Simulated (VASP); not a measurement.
# TiCo2 (Fd-3m) in VASP: a series of runs, part 2 of 2

VASP 6.6.1. Earlier steps stand in the parts before.

## 3. Single point, r2SCAN, collinear spin, ferrimagnetic start

Input file POSCAR:

```
TiCo2
1.0
    0.0000000000      3.3520000000      3.3520000000
    3.3520000000      0.0000000000      3.3520000000
    3.3520000000      3.3520000000      0.0000000000
Ti Co
2 4
Direct
    0.5000000000      0.5000000000      0.5000000000
    0.7500000000      0.7500000000      0.7500000000
    0.1250000000      0.1250000000      0.1250000000
    0.6250000000      0.1250000000      0.1250000000
    0.1250000000      0.1250000000      0.6250000000
    0.1250000000      0.6250000000      0.1250000000
```

Input file INCAR.step1:

```
  PREC = Accurate
  ENCUT = 520
  ISMEAR = 0
  SIGMA = 0.1
  LREAL = False
  LASPH = True
  NELM = 150
  ISPIN = 2
  MAGMOM = -0.73 -0.73 1.71 1.71 1.71 1.71
  LMAXMIX = 4
  NBANDS = 43
  GGA = PE
  ALGO = Normal
  EDIFF = 1E-4
  LWAVE = True
  LCHARG = False
```

Input file INCAR.step2:

```
  PREC = Accurate
  ENCUT = 520
  EDIFF = 1E-6
  ISMEAR = 0
  SIGMA = 0.1
  LREAL = False
  LASPH = True
  NELM = 150
  ALGO = Normal
  ISIF = 2
  LWAVE = False
  LCHARG = False
  ISPIN = 2
  MAGMOM = -0.73 -0.73 1.71 1.71 1.71 1.71
  LORBIT = 11
  LMAXMIX = 4
  METAGGA = R2SCAN
  LMIXTAU = True
  NBANDS = 43
  ISTART = 1
```

Input file KPOINTS:

```
Automatic mesh
0
Gamma
  8 8 8
```

Potentials or basis: VASP PAW PBE potentials, release 64 (Ti_sv, Co).

Launch:

```console
$ cat potpaw_PBE.64/Ti_sv/POTCAR potpaw_PBE.64/Co/POTCAR > POTCAR
$ cp INCAR.step1 INCAR
$ mpirun -np 1 vasp_std > vasp.out
$ cp INCAR.step2 INCAR
$ mpirun -np 1 vasp_std > vasp.out
```

OUTCAR:

```text
PREC = Accurate
   ENCUT = 520
   EDIFF = 1E-6
   ISMEAR = 0
   LREAL = False
   LASPH = True
   NELM = 150
   ISIF = 2
   ISPIN = 2
   LORBIT = 11
   METAGGA = R2SCAN
   ISTART = 1

 ion  position               nearest neighbor table
   1  0.500  0.500  0.500-   3 2.78   5 2.78   6 2.78   3 2.78   4 2.78   5 2.78   3 2.78   4 2.78
                             6 2.78   4 2.78   5 2.78   6 2.78   2 2.90   2 2.90   2 2.90   2 2.90
   2  0.750  0.750  0.750-   4 2.78   5 2.78   6 2.78   3 2.78   4 2.78   6 2.78   3 2.78   4 2.78
                             5 2.78   3 2.78   5 2.78   6 2.78   1 2.90   1 2.90   1 2.90   1 2.90
   3  0.125  0.125  0.125-   4 2.37   5 2.37   6 2.37   5 2.37   6 2.37   4 2.37   1 2.78   2 2.78
                             1 2.78   2 2.78   1 2.78   2 2.78
   4  0.625  0.125  0.125-   3 2.37   5 2.37   6 2.37   3 2.37   5 2.37   6 2.37   2 2.78   1 2.78
                             1 2.78   2 2.78   2 2.78   1 2.78
   5  0.125  0.125  0.625-   3 2.37   3 2.37   4 2.37   6 2.37   6 2.37   4 2.37   1 2.78   2 2.78
[... 2414 lines left out ...]
      2.51400      2.51400      0.83800         0.000000     -0.000000      0.000000
      2.51400      0.83800      2.51400         0.000000     -0.000000      0.000000
 -----------------------------------------------------------------------------------
    total drift:                                0.000000      0.000000      0.000000

  FREE ENERGIE OF THE ION-ELECTRON SYSTEM (eV)
  ---------------------------------------------------
  free  energy   TOTEN  =       -80.2181210019 eV

  energy  without entropy=      -80.1970700674  energy(sigma->0) =      -80.20759553

 total charge

# of ion       s       p       d       tot
------------------------------------------
    1        2.224   6.156   1.776  10.156
    2        2.224   6.156   1.776  10.156
    3        0.560   0.616   7.227   8.403
    4        0.560   0.616   7.227   8.403
    5        0.560   0.616   7.227   8.403
    6        0.560   0.616   7.227   8.403
--------------------------------------------------
tot          6.688  14.777  32.462  53.926

 magnetization (x)

# of ion       s       p       d       tot
------------------------------------------
    1       -0.009  -0.045  -0.602  -0.656
    2       -0.009  -0.045  -0.602  -0.656
    3        0.009  -0.035   1.522   1.496
    4        0.009  -0.035   1.522   1.496
    5        0.009  -0.035   1.522   1.496
    6        0.009  -0.035   1.522   1.496
--------------------------------------------------
tot          0.019  -0.229   4.883   4.673
```

OSZICAR.step1:

```text
N       E                     dE             d eps       ncg     rms          rms(c)
DAV:   1     0.598602603785E+03    0.59860E+03   -0.26816E+04  4988   0.184E+03
DAV:   2     0.170249086121E+02   -0.58158E+03   -0.55939E+03  4988   0.459E+02
DAV:   3    -0.469022921336E+02   -0.63927E+02   -0.59904E+02  6781   0.160E+02
DAV:   4    -0.530806866363E+02   -0.61784E+01   -0.60887E+01  7517   0.399E+01
DAV:   5    -0.533593341470E+02   -0.27865E+00   -0.27855E+00  6588   0.669E+00    0.256E+01
DAV:   6    -0.520557540169E+02    0.13036E+01   -0.60604E+01  5618   0.813E+01    0.262E+01
DAV:   7    -0.503804476481E+02    0.16753E+01   -0.44169E+01  6483   0.540E+01    0.276E+01
DAV:   8    -0.459279468703E+02    0.44525E+01   -0.14281E+01  7021   0.354E+01    0.437E+00
DAV:   9    -0.456904317482E+02    0.23752E+00   -0.74640E-01  6183   0.722E+00    0.245E+00
DAV:  10    -0.456524568775E+02    0.37975E-01   -0.41757E-01  6330   0.474E+00    0.161E+00
DAV:  11    -0.456619640922E+02   -0.95072E-02   -0.33017E-02  6737   0.124E+00    0.100E+00
DAV:  12    -0.456554279566E+02    0.65361E-02   -0.20717E-02  5945   0.120E+00    0.482E-01
DAV:  13    -0.456545856751E+02    0.84228E-03   -0.54160E-03  6940   0.524E-01    0.169E-01
DAV:  14    -0.456551264438E+02   -0.54077E-03   -0.13566E-03  5871   0.291E-01    0.138E-01
DAV:  15    -0.456554984028E+02   -0.37196E-03   -0.59517E-04  4710   0.216E-01    0.115E-01
DAV:  16    -0.456559528446E+02   -0.45444E-03   -0.21798E-03  5966   0.413E-01    0.668E-02
DAV:  17    -0.456560736169E+02   -0.12077E-03   -0.16767E-03  6102   0.328E-01    0.227E-02
DAV:  18    -0.456560951618E+02   -0.21545E-04   -0.15784E-04  3193   0.810E-02
   1 F= -.45656095E+02 E0= -.45634300E+02  d E =-.435913E-01  mag=     2.1689
```

Wall time 29 min (1 thread of Intel Xeon 8259CL, shared host); peak memory 0.35 GiB.

Results:

| Quantity | Value |
| --- | --- |
| Free energy | -80.2181 eV |
| Pressure | -1.3 GPa |
| Net moment | 4.05 μB per cell |
| Site moments | Ti -0.66; Co +1.50 μB |
| Valence electrons inside the program's atomic spheres | Ti 10.16; Co 8.40 |

Levels at points of the mesh, in eV from the Fermi level:
Spin up:
```
           k point  band 29  band 30  band 31  band 32  band 33  band 34  band 35  band 36
(0.00, 0.00, 0.00)    -0.81    -0.81    -0.81    -0.68    -0.68    -0.68     0.89     0.89
(0.50, 0.00, 0.00)    -2.01    -0.81     0.19     0.19     0.48     0.48     0.54     0.54
(0.50, 0.50, 0.00)    -1.96    -1.96    -0.70    -0.70     0.78     0.78     1.10     1.10
```
Spin down:
```csv
k point,band 25,band 26,band 27,band 28,band 29,band 30,band 31,band 32
"(0.00, 0.00, 0.00)",-0.67,-0.67,0.06,0.06,0.06,0.24,0.24,0.73
"(0.50, 0.00, 0.00)",-0.40,-0.40,-0.07,-0.07,0.00,0.35,0.35,0.43
"(0.50, 0.50, 0.00)",-1.63,-1.63,-0.24,-0.24,0.17,0.17,0.41,0.41
```

Caveat: the PAW data sets were made with another functional, which shifts forces and pressure a little.

## 4. Single point, r2SCAN, collinear spin, ferrimagnetic start

POSCAR is that of step 3.

Input file INCAR.step1:

```
ALGO = Normal ; EDIFF = 1E-4
ENCUT = 520 ; GGA = PE
ISMEAR = 1 ; ISPIN = 2
LASPH = True ; LCHARG = False
LMAXMIX = 4 ; LREAL = False
LWAVE = True ; MAGMOM = -0.73 -0.73 1.71 1.71 1.71 1.71
NBANDS = 43 ; NELM = 150
PREC = Accurate ; SIGMA = 0.2
```

Input file INCAR.step2:

```
ALGO = Normal ; EDIFF = 1E-6
ENCUT = 520 ; ISIF = 2
ISMEAR = 1 ; ISPIN = 2
ISTART = 1 ; LASPH = True
LCHARG = False ; LMAXMIX = 4
LMIXTAU = True ; LORBIT = 11
LREAL = False ; LWAVE = False
MAGMOM = -0.73 -0.73 1.71 1.71 1.71 1.71 ; METAGGA = R2SCAN
NBANDS = 43 ; NELM = 150
PREC = Accurate ; SIGMA = 0.2
```

Input file KPOINTS:

```
k-points
0
Gamma
  10 10 10
```

Launch:

```console
$ cat potpaw_PBE.64/Ti_sv/POTCAR potpaw_PBE.64/Co/POTCAR > POTCAR
$ cp INCAR.step1 INCAR
$ mpirun -np 1 vasp_std > vasp.out
$ cp INCAR.step2 INCAR
$ mpirun -np 1 vasp_std > vasp.out
```

Run time: 14 min. Hardware: 1 thread of Intel Xeon 6975P-C (Granite Rapids), shared host; peak memory 0.42 GiB.

The run converged. Its results:

```yaml
Free_energy: -80.2010 eV
Pressure: -1.3 GPa
Net_moment: 4.06 μB per cell
Site_moments: Ti -0.65; Co +1.50 μB
Valence_electrons_inside_the_program's_atomic_spheres: Ti 10.16; Co 8.40
```

Levels at points of the mesh, in eV from the Fermi level:
Spin up:
| k point | band 30 | band 31 | band 32 | band 33 | band 34 | band 35 |
| --- | --- | --- | --- | --- | --- | --- |
| (0.00, 0.00, 0.00) | -0.80 | -0.80 | -0.68 | -0.68 | -0.68 | 0.89 |
| (0.50, 0.00, 0.00) | -0.81 | 0.20 | 0.20 | 0.48 | 0.48 | 0.54 |
| (0.50, 0.50, 0.00) | -1.95 | -0.70 | -0.70 | 0.78 | 0.78 | 1.10 |
Spin down:
| k point | band 24 | band 25 | band 26 | band 27 | band 28 | band 29 | band 30 | band 31 | band 32 | band 33 |
| --- | --- | --- | --- | --- | --- | --- | --- | --- | --- | --- |
| (0.00, 0.00, 0.00) | -0.68 | -0.68 | -0.68 | 0.06 | 0.06 | 0.07 | 0.25 | 0.25 | 0.74 | 0.90 |
| (0.50, 0.00, 0.00) | -1.68 | -0.40 | -0.40 | -0.06 | -0.06 | 0.00 | 0.35 | 0.35 | 0.43 | 0.62 |
| (0.50, 0.50, 0.00) | -1.96 | -1.63 | -1.63 | -0.25 | -0.25 | 0.17 | 0.17 | 0.42 | 0.42 | 0.94 |

Caveat: the PAW data sets were made with another functional, which shifts forces and pressure a little.
